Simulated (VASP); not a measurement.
SiC: single point with PBEsol

Crystal: SiC.

```
Si C
1.0
     3.29350    0.00000    0.00000
    -1.64675    2.85225    0.00000
     0.00000    0.00000   10.34450
Si C
4 4
Cartesian
  1.6468 0.9508 9.7014
  0.0000 1.9015 4.5291
  0.0000 0.0000 7.1160
  0.0000 0.0000 1.9437
  1.6468 0.9508 7.7565
  0.0000 1.9015 2.5843
  0.0000 0.0000 5.1770
  0.0000 0.0000 0.0047
```

```json
{
  "Program": "VASP 6.6.1",
  "Task": "single point",
  "Functional": "PBEsol",
  "Potentials or basis": "VASP PAW PBE potentials, release 64 (Si, C)",
  "Cutoff": "520 eV",
  "k mesh": "12 × 12 × 4",
  "Occupations": "gaussian, width 0.05 eV",
  "Spin": "no spin polarisation",
  "Dipole correction": "no",
  "Further INCAR settings": "ALGO = Normal; EDIFF = 1e-07; NBANDS = 26"
}
```

- Pressure: -25.5 GPa
- Largest force: 0.182 eV/Å
- Band gap on the k mesh: 1.88 eV (least direct gap 2.91 eV)

Forces on the atoms (eV/Å):
```
Si   0.000  0.000  0.162
Si   0.000  0.000  0.162
Si   0.000  0.000  0.141
Si   0.000  0.000  0.141
C    0.000  0.000 -0.182
C    0.000  0.000 -0.182
C    0.000  0.000 -0.121
C    0.000  0.000 -0.121
```

Stress tensor (GPa, compression positive):
```
-30.64   0.00   0.00
  0.00 -30.64   0.00
  0.00   0.00 -15.11
```

Levels at points of the mesh, in eV from the valence-band top:
| k point | band 13 | band 14 | band 15 | band 16 | band 17 | band 18 | band 19 | band 20 |
| --- | --- | --- | --- | --- | --- | --- | --- | --- |
| (0.00, 0.00, 0.00) | -0.73 | -0.07 | -0.07 | 0.00 | 3.13 | 3.77 | 4.35 | 4.41 |
| (0.50, 0.00, 0.00) | -2.28 | -1.93 | -1.41 | -1.03 | 1.88 | 2.09 | 3.46 | 3.82 |
| (0.00, 0.00, 0.50) | -0.31 | -0.31 | -0.31 | -0.31 | 3.36 | 3.36 | 4.70 | 4.70 |
| (0.50, 0.00, 0.50) | -2.30 | -2.30 | -1.47 | -1.47 | 2.22 | 2.22 | 3.74 | 3.74 |

Run time: 3.3 min on 1 thread of Intel Xeon 8259CL (shared host), peak memory 0.26 GiB.

Caveat: the stress differs along the axes, from -31 to -15 GPa; the PAW data sets were made with another functional, which shifts forces and pressure a little. A k mesh can miss the band edges.
